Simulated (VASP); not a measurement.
# La (P6_3/mmc) in VASP: notebook, part 2 of 3

VASP 6.6.1. Earlier steps stand in the parts before.

**3. Electric field gradients, LDA (37.70 Å³/atom)**

INCAR reads:

```
SYSTEM = La
PREC = Accurate
ENCUT = 520
EDIFF = 1E-8
ISMEAR = -1
SIGMA = 0.05
LREAL = .False.
LASPH = .True.
NELM = 80
ALGO = Normal
ISIF = 2
LWAVE = .False.
LCHARG = .False.
GGA = CA
LEFG = .True.
NBANDS = 18
```

KPOINTS reads:

```
Automatic mesh
0
Gamma
  11 11 6
  0 0 0
```

POSCAR reads:

```
La
1.0
    3.7748372251      0.0000000000      0.0000000000
   -1.8874186125      3.2691049321      0.0000000000
    0.0000000000      0.0000000000      6.1101998470
La
2
Direct
    0.3333333333      0.6666666667      0.2500000000
    0.6666666667      0.3333333333      0.7500000000
```

Potentials or basis: VASP PAW LDA potentials, release 64 (La).

Run with:

```sh
cat potpaw_LDA.64/La/POTCAR > POTCAR
mpirun -np 1 vasp_std > vasp.out
```

OUTCAR:

```text
SYSTEM = La
   PREC = Accurate
   ENCUT = 520
   EDIFF = 1E-8
   ISMEAR = -1
   LREAL = .False.
   LASPH = .True.
   NELM = 80
   ISIF = 2
   GGA = CA

 ion  position               nearest neighbor table
   1  0.333  0.667  0.250-
   2  0.667  0.333  0.750-

  LATTYP: Found a hexagonal cell.
 ALAT       =     3.7748372251
 C/A-ratio  =     1.6186657815

  Lattice vectors:

 A1 = (   3.7748372251,   0.0000000000,   0.0000000000)
 A2 = (  -1.8874186125,   3.2691049321,   0.0000000000)
 A3 = (   0.0000000000,   0.0000000000,   6.1101998470)

Analysis of symmetry for initial positions (statically):
=====================================================================
 Subroutine PRICEL returns:
 Original cell was already a primitive cell.

 Routine SETGRP: Setting up the symmetry group for a
 hexagonal supercell.

 Subroutine GETGRP returns: Found 24 space group operations
 (whereof 12 operations were pure point group operations)
 out of a pool of 24 trial point group operations.

The static configuration has the point symmetry D_3d.
 The point group associated with its full space group is D_6h.

Analysis of symmetry for dynamics (positions and initial velocities):
=====================================================================
 Subroutine PRICEL returns:
 Original cell was already a primitive cell.

 Routine SETGRP: Setting up the symmetry group for a
 hexagonal supercell.

 Subroutine GETGRP returns: Found 24 space group operations
 (whereof 12 operations were pure point group operations)
 out of a pool of 24 trial point group operations.
[... 156 lines left out ...]

 k-point     1 :       0.0000    0.0000    0.0000
  band No.  band energies     occupation
      1     -25.2582      2.00000
      2     -25.0647      2.00000
      3      -9.6216      2.00000
      4      -8.4600      2.00000
      5      -8.4600      2.00000
      6      -8.2792      2.00000
[... 481 lines left out ...]
      5      -8.8354      2.00000
      6      -8.5950      2.00000
[... 10 lines left out ...]
     17       9.0972      0.00000
     18       9.1277      0.00000

 [... further k-points ...]

------------------------ aborting loop because EDIFF is reached ----------------------------------------

  FORCE on cell =-STRESS in cart. coord.  units (eV):
  Direction    XX          YY          ZZ          XY          YZ          ZX
  --------------------------------------------------------------------------------------
  -------------------------------------------------------------------------------------
  Total       -1.6081481     -1.6081481     -1.6945085     -0.0000000      0.0000000      0.0000000
  in kB      -34.1707201    -34.1707201    -36.0057477     -0.0000000      0.0000000      0.0000000
  external PRESSURE =     -34.7823960 kB  Pullay stress =       0.0000000 kB

 VOLUME and BASIS-vectors are now :
 -----------------------------------------------------------------------------
  energy-cutoff  :      520.00
  volume of cell :       75.40
      direct lattice vectors                 reciprocal lattice vectors
     3.774837225  0.000000000  0.000000000     0.264912085  0.152947064  0.000000000
    -1.887418613  3.269104932  0.000000000     0.000000000  0.305894127  0.000000000
     0.000000000  0.000000000  6.110199847     0.000000000  0.000000000  0.163660768

 POSITION                                       TOTAL-FORCE (eV/Angst)
 -----------------------------------------------------------------------------------
     -0.00000      2.17940      1.52755         0.000000     -0.000000      0.000000
      1.88742      1.08970      4.58265        -0.000000      0.000000      0.000000
 -----------------------------------------------------------------------------------
    total drift:                               -0.000000      0.000000     -0.000000

  FREE ENERGIE OF THE ION-ELECTRON SYSTEM (eV)
  ---------------------------------------------------
  free  energy   TOTEN  =       -10.9773401127 eV

  energy  without entropy=      -10.9418993608  energy(sigma->0) =      -10.95961974

 Electric field gradients (V/A^2)
---------------------------------------------------------------------
 ion       V_xx      V_yy      V_zz      V_xy      V_xz      V_yz
---------------------------------------------------------------------
   1      -4.917    -4.917     9.834     0.001     0.000    -0.000
   2      -4.917    -4.917     9.834     0.001    -0.000     0.000
---------------------------------------------------------------------

 Electric field gradients after diagonalization (V/A^2)
 (convention: |V_zz| > |V_xx| > |V_yy|)
----------------------------------------------------------------------
 ion       V_xx      V_yy      V_zz     asymmetry (V_yy - V_xx)/ V_zz
----------------------------------------------------------------------
   1      -4.917    -4.916     9.834       0.000
   2      -4.917    -4.916     9.834       0.000
----------------------------------------------------------------------

           NMR quadrupolar parameters

 Cq : quadrupolar parameter    Cq=e*Q*V_zz/h
 eta: asymmetry parameters     (V_yy - V_xx)/ V_zz
 Q  : nuclear electric quadrupole moment in mb (millibarn)
----------------------------------------------------------------------
 ion       Cq(MHz)       eta       Q (mb)
----------------------------------------------------------------------
   1       0.024       0.000       1.000
   2       0.024       0.000       1.000
----------------------------------------------------------------------
```

OSZICAR:

```text
N       E                     dE             d eps       ncg     rms          rms(c)
DAV:   1     0.246842721445E+03    0.24684E+03   -0.80395E+03  2304   0.167E+03
DAV:   2     0.255917675768E+02   -0.22125E+03   -0.21774E+03  3248   0.298E+02
DAV:   3    -0.760779330526E+01   -0.33200E+02   -0.32458E+02  3794   0.133E+02
DAV:   4    -0.107337327740E+02   -0.31259E+01   -0.30859E+01  4578   0.384E+01
DAV:   5    -0.109708725883E+02   -0.23714E+00   -0.23549E+00  3632   0.965E+00    0.321E+00
DAV:   6    -0.109934668465E+02   -0.22594E-01   -0.58492E-01  4608   0.478E+00    0.155E+00
DAV:   7    -0.109790499725E+02    0.14417E-01   -0.36790E-02  3696   0.128E+00    0.539E-01
DAV:   8    -0.109772596114E+02    0.17904E-02   -0.67130E-03  4608   0.644E-01    0.472E-02
DAV:   9    -0.109773156358E+02   -0.56024E-04   -0.59342E-04  3920   0.154E-01    0.315E-02
DAV:  10    -0.109773408708E+02   -0.25235E-04   -0.18009E-04  4456   0.777E-02    0.258E-02
DAV:  11    -0.109773400872E+02    0.78362E-06   -0.25093E-05  3792   0.454E-02    0.509E-03
DAV:  12    -0.109773401601E+02   -0.72868E-07   -0.15047E-06  4416   0.142E-02    0.154E-03
DAV:  13    -0.109773401193E+02    0.40722E-07   -0.34153E-07  4200   0.518E-03    0.751E-04
DAV:  14    -0.109773401127E+02    0.65875E-08   -0.47554E-08  3352   0.237E-03
   1 F= -.10977340E+02 E0= -.10959620E+02  d E =-.354408E-01
```

It took 60 s on 1 thread of Intel Xeon Platinum 8488C (Sapphire Rapids), shared host; peak memory 0.22 GiB.

Results:

```
Free energy                             : -10.9773 eV
Pressure                                : -3.5 GPa
Band gap on the k mesh                  : zero (bands 11 and 12 overlap by 1.35 eV)
Largest electric field gradient by atom : La +9.8 V/Å²
```

Stress tensor (GPa, compression positive):
```
-3.42  0.00  0.00
 0.00 -3.42  0.00
 0.00  0.00 -3.60
```

Levels at points of the mesh, in eV from the Fermi level:
```csv
k point,band 8,band 9,band 10,band 11,band 12,band 13,band 14,band 15
"(0.00, 0.00, 0.00)",-15.75,-3.20,-1.74,0.99,1.28,1.28,1.35,1.42
"(0.00, 0.00, 0.50)",-15.87,-1.89,-1.89,0.56,0.56,1.35,1.35,1.35
```

Electric field gradients, principal values (V/Å²):
```
atom   least  middle  greatest (by size)
1 La  -4.916  -4.917               9.834
2 La  -4.916  -4.917               9.834
```

Caveat: the cell stands under tension; without QUAD_EFG the Cq values of the log hold for a quadrupole moment of 1 mb, not for the nuclei; spin-orbit coupling is left out, which moves the levels of the heavy elements.

**4. Electric field gradients, LDA (38.44 Å³/atom)**

This run uses another cell than the first one, of 38.44 Å³/atom.

INCAR reads:

```
SYSTEM = La
ALGO = Normal
EDIFF = 1E-8
ENCUT = 520
ISIF = 2
ISMEAR = -1
LASPH = .True.
LCHARG = .False.
LEFG = .True.
LREAL = .False.
LWAVE = .False.
NBANDS = 18
NELM = 80
PREC = Accurate
SIGMA = 0.05
```

KPOINTS reads:

```
k-points
0
Gamma
  11 11 6
  0 0 0
```

POSCAR reads:

```
La
1.0
    3.7993498420      0.0000000000      0.0000000000
   -1.8996749210      3.2903334810      0.0000000000
    0.0000000000      0.0000000000      6.1498775812
La
2
Direct
    0.3333333333      0.6666666667      0.2500000000
    0.6666666667      0.3333333333      0.7500000000
```

Potentials or basis: VASP PAW LDA potentials, release 64 (La).

Run with:

```sh
cat potpaw_LDA.64/La/POTCAR > POTCAR
mpirun -np 1 vasp_std > vasp.out
```

OUTCAR:

```text
SYSTEM = La
   EDIFF = 1E-8
   ENCUT = 520
   ISIF = 2
   ISMEAR = -1
   LASPH = .True.
   LREAL = .False.
   NELM = 80
   PREC = Accurate

 ion  position               nearest neighbor table
   1  0.333  0.667  0.250-
   2  0.667  0.333  0.750-

  LATTYP: Found a hexagonal cell.
 ALAT       =     3.7993498420
 C/A-ratio  =     1.6186657815

  Lattice vectors:

 A1 = (   3.7993498420,   0.0000000000,   0.0000000000)
 A2 = (  -1.8996749210,   3.2903334810,   0.0000000000)
 A3 = (   0.0000000000,   0.0000000000,   6.1498775812)

Analysis of symmetry for initial positions (statically):
=====================================================================
 Subroutine PRICEL returns:
 Original cell was already a primitive cell.

 Routine SETGRP: Setting up the symmetry group for a
 hexagonal supercell.

 Subroutine GETGRP returns: Found 24 space group operations
 (whereof 12 operations were pure point group operations)
 out of a pool of 24 trial point group operations.

The static configuration has the point symmetry D_3d.
 The point group associated with its full space group is D_6h.

Analysis of symmetry for dynamics (positions and initial velocities):
=====================================================================
 Subroutine PRICEL returns:
 Original cell was already a primitive cell.

 Routine SETGRP: Setting up the symmetry group for a
 hexagonal supercell.

 Subroutine GETGRP returns: Found 24 space group operations
 (whereof 12 operations were pure point group operations)
 out of a pool of 24 trial point group operations.

The dynamic configuration has the point symmetry D_3d.
[... 149 lines left out ...]
 val. band max:        7.3171489850   @ k =   0.2727   0.2727   0.1667
 cond. band min:       7.3310813253   @ k =   0.1818   0.0909   0.0000
 fundamental gap:      0.0139323403
 Fermi energy:         7.3213418512

 k-point     1 :       0.0000    0.0000    0.0000
  band No.  band energies     occupation
      1     -25.4679      2.00000
      2     -25.2889      2.00000
      3      -9.7925      2.00000
      4      -8.6955      2.00000
      5      -8.6955      2.00000
      6      -8.5243      2.00000
[... 481 lines left out ...]
      5      -9.0488      2.00000
      6      -8.8225      2.00000
[... 10 lines left out ...]
     17       8.8736      0.00000
     18       8.9245      0.00000

 [... further k-points ...]
[... 5 lines left out ...]
  --------------------------------------------------------------------------------------
  -------------------------------------------------------------------------------------
  Total       -1.8090677     -1.8090677     -1.9181869      0.0000000      0.0000000      0.0000000
  in kB      -37.7007280    -37.7007280    -39.9747574      0.0000000      0.0000000      0.0000000
  external PRESSURE =     -38.4587378 kB  Pullay stress =       0.0000000 kB

 VOLUME and BASIS-vectors are now :
 -----------------------------------------------------------------------------
  energy-cutoff  :      520.00
  volume of cell :       76.88
      direct lattice vectors                 reciprocal lattice vectors
     3.799349842  0.000000000  0.000000000     0.263202927  0.151960281  0.000000000
    -1.899674921  3.290333481  0.000000000     0.000000000  0.303920562  0.000000000
     0.000000000  0.000000000  6.149877581     0.000000000  0.000000000  0.162604863

 POSITION                                       TOTAL-FORCE (eV/Angst)
 -----------------------------------------------------------------------------------
     -0.00000      2.19356      1.53747         0.000000     -0.000000      0.000000
      1.89967      1.09678      4.61241        -0.000000      0.000000      0.000000
 -----------------------------------------------------------------------------------
    total drift:                               -0.000000      0.000000     -0.000000

  FREE ENERGIE OF THE ION-ELECTRON SYSTEM (eV)
  ---------------------------------------------------
  free  energy   TOTEN  =       -10.9436294824 eV

  energy  without entropy=      -10.9073860718  energy(sigma->0) =      -10.92550778

 Electric field gradients (V/A^2)
---------------------------------------------------------------------
 ion       V_xx      V_yy      V_zz      V_xy      V_xz      V_yz
---------------------------------------------------------------------
   1      -4.657    -4.656     9.313     0.000     0.000    -0.000
   2      -4.657    -4.656     9.313     0.000    -0.000     0.000
---------------------------------------------------------------------

 Electric field gradients after diagonalization (V/A^2)
 (convention: |V_zz| > |V_xx| > |V_yy|)
----------------------------------------------------------------------
 ion       V_xx      V_yy      V_zz     asymmetry (V_yy - V_xx)/ V_zz
----------------------------------------------------------------------
   1      -4.657    -4.656     9.313       0.000
   2      -4.657    -4.656     9.313       0.000
----------------------------------------------------------------------

           NMR quadrupolar parameters

 Cq : quadrupolar parameter    Cq=e*Q*V_zz/h
 eta: asymmetry parameters     (V_yy - V_xx)/ V_zz
 Q  : nuclear electric quadrupole moment in mb (millibarn)
----------------------------------------------------------------------
 ion       Cq(MHz)       eta       Q (mb)
----------------------------------------------------------------------
   1       0.023       0.000       1.000
   2       0.023       0.000       1.000
----------------------------------------------------------------------
```

OSZICAR:

```text
N       E                     dE             d eps       ncg     rms          rms(c)
DAV:   1     0.248718190930E+03    0.24872E+03   -0.80317E+03  2312   0.166E+03
DAV:   2     0.254495244097E+02   -0.22327E+03   -0.22004E+03  3264   0.302E+02
DAV:   3    -0.754663043494E+01   -0.32996E+02   -0.32241E+02  3796   0.131E+02
DAV:   4    -0.106900238581E+02   -0.31434E+01   -0.31039E+01  4598   0.379E+01
DAV:   5    -0.109336105777E+02   -0.24359E+00   -0.24234E+00  3664   0.988E+00    0.314E+00
DAV:   6    -0.109586294277E+02   -0.25019E-01   -0.58316E-01  4604   0.483E+00    0.151E+00
DAV:   7    -0.109452781241E+02    0.13351E-01   -0.37048E-02  3736   0.133E+00    0.531E-01
DAV:   8    -0.109435557323E+02    0.17224E-02   -0.66518E-03  4600   0.629E-01    0.456E-02
DAV:   9    -0.109436063230E+02   -0.50591E-04   -0.59307E-04  3960   0.156E-01    0.314E-02
DAV:  10    -0.109436303119E+02   -0.23989E-04   -0.16956E-04  4376   0.755E-02    0.255E-02
DAV:  11    -0.109436294770E+02    0.83496E-06   -0.25354E-05  3864   0.457E-02    0.468E-03
DAV:  12    -0.109436295264E+02   -0.49411E-07   -0.13923E-06  4352   0.133E-02    0.156E-03
DAV:  13    -0.109436294902E+02    0.36174E-07   -0.32200E-07  4240   0.501E-03    0.651E-04
DAV:  14    -0.109436294824E+02    0.78055E-08   -0.42480E-08  3216   0.231E-03
   1 F= -.10943629E+02 E0= -.10925508E+02  d E =-.362434E-01
```

Wall time 53 s (1 thread of Intel Xeon Platinum 8488C (Sapphire Rapids), shared host); peak memory 0.22 GiB.

Results:

| Property | Result |
| --- | --- |
| Free energy | -10.9436 eV |
| Pressure | -3.8 GPa |
| Band gap on the k mesh | zero (bands 11 and 12 overlap by 1.31 eV) |
| Largest electric field gradient by atom | La +9.3 V/Å² |

Stress tensor (GPa, compression positive):
```
-3.77  0.00  0.00
 0.00 -3.77  0.00
 0.00  0.00 -4.00
```

Electric field gradients, principal values (V/Å²):
| atom | least | middle | greatest (by size) |
| --- | --- | --- | --- |
| 1 La | -4.656 | -4.657 | 9.313 |
| 2 La | -4.656 | -4.657 | 9.313 |

Caveat: the cell stands under tension; without QUAD_EFG the Cq values of the log hold for a quadrupole moment of 1 mb, not for the nuclei; spin-orbit coupling is left out, which moves the levels of the heavy elements.

(Continued in part 3 of 3.)
